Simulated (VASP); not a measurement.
Runs of VASP 6.6.1 on MnS. It takes space group Pm-3m (No. 221, cubic). Conventional cell: a = 3.099 Å, b = 3.099 Å, c = 3.099 Å, α = 90.00°, β = 90.00°, γ = 90.00°. Within 3.5 Å of Mn (site symmetry m-3m) lie 8 S at 2.68 Å and 6 Mn at 3.10 Å. Within 3.5 Å of S (site symmetry m-3m) lie 8 Mn at 2.68 Å and 6 S at 3.10 Å. 

```tsv
smearing	gap on the mesh (eV)	pressure (GPa)	moment (μB)
fermi-dirac 0.15 eV	none	(a)	3.44
fermi-dirac 0.25 eV	none	-10.0	(c)
fermi-dirac 0.05 eV	none	-13.1	(b)
fermi-dirac 0.025 eV	none	-13.2	3.30
fermi-dirac 0.1 eV	none	-12.2	3.37
```

Alike in all rows: task single point; level PBEsol; potentials or basis VASP PAW PBE potentials, release 64 (Mn_pv, S); spin collinear, ferromagnetic start; cell as given; k mesh 9 × 9 × 9; cutoff (eV) 520.

Task: Estimate the missing entries.

Result: (a) -11.2; (b) 3.31; (c) 3.49.

Caveats: the PAW data sets were made with another functional, which shifts forces and pressure a little; a cell with one magnetic atom can't hold antiferromagnetic order, which such compounds often take; semilocal functionals often make such compounds metallic where correlation or magnetic order opens a gap, which also shifts bond lengths.

A gap of «none» marks levels without a gap at the run's occupations.
